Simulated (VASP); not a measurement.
SrTiO3: single point with PBE+U

The system is SrTiO3.

```
CELL_PARAMETERS angstrom
3.94710 0.00000 0.00000
0.00000 3.94710 0.00000
0.00000 0.00000 3.94710
ATOMIC_POSITIONS crystal
Sr 0.00000 0.00000 0.00000
Ti 0.50000 0.50000 0.50000
O 0.00000 0.50000 0.50000
O 0.50000 0.00000 0.50000
O 0.50000 0.50000 0.00000
```

| Item | Value |
| --- | --- |
| Program | VASP 6.6.1 |
| Task | single point |
| Functional | PBE |
| Potentials or basis | VASP PAW PBE potentials, release 64 (Sr_sv, Ti_sv, O_h) |
| Cutoff | 910 eV |
| k mesh | 8 × 8 × 8 |
| Occupations | gaussian, width 0.02 eV |
| Spin | no spin polarisation |
| Hubbard terms | Ti d U = 4.0 eV |

The pressure is 2.4 GPa and the band gap on the k mesh is 2.31 eV, indirect (least direct gap 2.74 eV).

Levels at points of the mesh, in eV from the valence-band top:
```csv
k point,band 16,band 17,band 18,band 19,band 20,band 21,band 22,band 23,band 24,band 25
"(0.00, 0.00, 0.00)",-1.13,-1.13,-0.43,-0.43,-0.43,2.31,2.31,2.31,4.12,4.12
"(0.50, 0.00, 0.00)",-2.18,-2.18,-1.91,-0.80,-0.80,2.50,4.09,4.09,4.13,6.15
"(0.50, 0.50, 0.00)",-2.65,-1.89,-1.56,-1.56,-0.09,4.10,4.10,4.56,5.00,7.71
"(0.50, 0.50, 0.50)",-3.56,-3.56,0.00,0.00,0.00,4.76,4.76,4.76,6.76,6.76
```

Eigenvalues of the final occupation matrices:
```
    site  spin  trace               eigenvalues
site 2 d     1   0.80  0.10 0.10 0.10 0.25 0.25
site 2 d     2   0.80  0.10 0.10 0.10 0.25 0.25
```

It took 110 s on 1 thread of Intel(R) Xeon(R) Platinum 8375C CPU @ 2.90GHz (Ice Lake), on a shared host, peak memory 0.33 GiB.

Caveat: the cutoff is under 1.25 times the usual one of these potentials, so pressure, stress and relaxed cells hold a basis-set (Pulay) error. A k mesh can miss the band edges.
